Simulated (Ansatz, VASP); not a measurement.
TiO2 in VASP and in Ansatz

```
Ti O
1.0
    -1.87628    1.87628    4.75960
     1.87628   -1.87628    4.75960
     1.87628    1.87628   -4.75960
Ti O
2 4
Direct
  0.00000 0.00000 0.00000
  0.75000 0.25000 0.50000
  0.20802 0.20802 0.00000
  0.95802 0.45802 0.50000
  0.54198 0.04198 0.50000
  0.79198 0.79198 0.00000
```

Change from the starting cell: volume scaled by 0.980, atoms relaxed by PAW.

Alike in both runs: functional r2SCAN; k mesh 6 × 6 × 6; no spin polarisation.

Ansatz relaxed the structure, and its values are those at the end. VASP's run is a single point on that final structure, the one shown.

|  | VASP | Ansatz |
| --- | --- | --- |
| version | VASP 6.6.1 | Ansatz 0.2.0 |
| potentials or method | VASP PAW PBE potentials, release 64 (Ti_sv, O_h) | PAW with Ansatz's default frozen-core files, scalar-relativistic |
| plane-wave cutoff (eV) | 910 | 500 |
| occupations | gaussian, width 0.01 eV | fixed |
| valence electrons in the cell | 48 | 48 |

```csv
,VASP,Ansatz,Ansatz less VASP
rms of the force components (eV/Å),0.015,0.001,-0.0143
```

VASP's potentials were made for PBE, not for r2SCAN. Ansatz's warnings: stress scf threshold loose.

Noted on VASP's run: the cutoff is under 1.25 times that of the potentials, so the pressure is a little rough.
